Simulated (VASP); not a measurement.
Wanted: the native input for a VASP 6.6.1 run.

```yaml
Task: single point
Functional: r2SCAN
Potentials_or_basis: VASP PAW PBE potentials, release 64 (Ta_pv, C)
Cutoff: 520 eV
k_mesh: 18 × 18 × 10
Occupations: gaussian, width 0.1 eV
Spin: no spin polarisation
Dipole_correction: no
Further_INCAR_settings: ALGO = Normal; EDIFF = 1e-06; NBANDS = 20
```

Crystal: Ta2C.

```
CELL_PARAMETERS angstrom
3.17237 0.00000 0.00000
-1.58618 2.74735 0.00000
0.00000 0.00000 5.04114
ATOMIC_POSITIONS crystal
Ta 0.33333 0.66667 0.25007
Ta 0.66667 0.33333 0.74993
C 0.00000 0.00000 0.00000
```

This cell differs from its parent crystal: equal strain along all axes, cell held: +2.0 %, then relaxed in part.

One way to write it, as run:

POSCAR

```
Ta2C
1.0
    3.1723677451      0.0000000000      0.0000000000
   -1.5861838725      2.7473510574      0.0000000000
    0.0000000000      0.0000000000      5.0411449262
Ta C
2 1
Direct
    0.3333333333      0.6666666667      0.2500661200
    0.6666666667      0.3333333333      0.7499338800
    0.0000000000      0.0000000000      0.0000000000
```

INCAR.step1

```
SYSTEM = Ta2C
PREC = Accurate
ENCUT = 520
ISMEAR = 0
SIGMA = 0.1
LREAL = .False.
LASPH = .True.
NELM = 100
NBANDS = 20
GGA = PE
ALGO = Normal
EDIFF = 1E-4
LWAVE = .True.
LCHARG = .False.
```

INCAR.step2

```
SYSTEM = Ta2C
PREC = Accurate
ENCUT = 520
EDIFF = 1E-6
ISMEAR = 0
SIGMA = 0.1
LREAL = .False.
LASPH = .True.
NELM = 100
ALGO = Normal
ISIF = 2
LWAVE = .False.
LCHARG = .False.
METAGGA = R2SCAN
LMIXTAU = .True.
NBANDS = 20
ISTART = 1
```

KPOINTS

```
Automatic mesh
0
Gamma
  18 18 10
  0 0 0
```

Potentials or basis: VASP PAW PBE potentials, release 64 (Ta_pv, C).

Run with:

```bash
$ cat potpaw_PBE.64/Ta_pv/POTCAR potpaw_PBE.64/C/POTCAR > POTCAR
$ cp INCAR.step1 INCAR
$ mpirun -np 1 vasp_std > vasp.out
$ cp INCAR.step2 INCAR
$ mpirun -np 1 vasp_std > vasp.out
```

It gave:

```json
{
  "Pressure": "-13.5 GPa",
  "Largest force": "0.038 eV/Å",
  "Band gap on the k mesh": "zero (bands 13 and 14 overlap by 0.70 eV)"
}
```

Caveat: the cell differs from its parent crystal (equal strain along all axes, cell held: +2.0 %, then relaxed in part); the cell stands under tension; the PAW data sets were made with another functional, which shifts forces and pressure a little; spin-orbit coupling is left out, which moves the levels of the heavy elements.

Wall time 5.3 min on 1 thread of Intel(R) Xeon(R) 6975P-C (Granite Rapids) (shared host), peak memory 0.37 GiB.
